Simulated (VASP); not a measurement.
KCl:

```
K Cl
1.0
     3.89449    0.00000    0.00000
     0.00000    3.77081    0.00000
     0.00000    0.00000    3.77081
K Cl
1 1
Cartesian
  0.0000 0.0000 0.0000
  1.9472 1.8854 1.8854
```

This cell differs from its parent crystal: uniaxial x strain +3.3%.

Base run:

```yaml
Program: VASP 6.6.1
Functional: r2SCAN
Potentials_or_basis: VASP PAW PBE potentials, release 64 (K_sv, Cl)
Cutoff: 520 eV
k_mesh: 8 × 8 × 8
Occupations: gaussian, width 0.01 eV
Spin: no spin polarisation
```

Its results: band gap on the k mesh 5.59 eV, indirect (least direct gap 5.79 eV); pressure -0.7 GPa.

Question: The run is repeated on the same cell with these changes: functional from r2SCAN to PBE; occupations from gaussian, width 0.01 eV to fermi-dirac, width 0.02 eV. What comes out?

Answer: Band gap on the k mesh 4.82 eV, indirect (least direct gap 5.02 eV); pressure 0.4 GPa.

Caveats: the PAW data sets were made with another functional, which shifts forces and pressure a little (some runs).

A k mesh can miss the band edges.
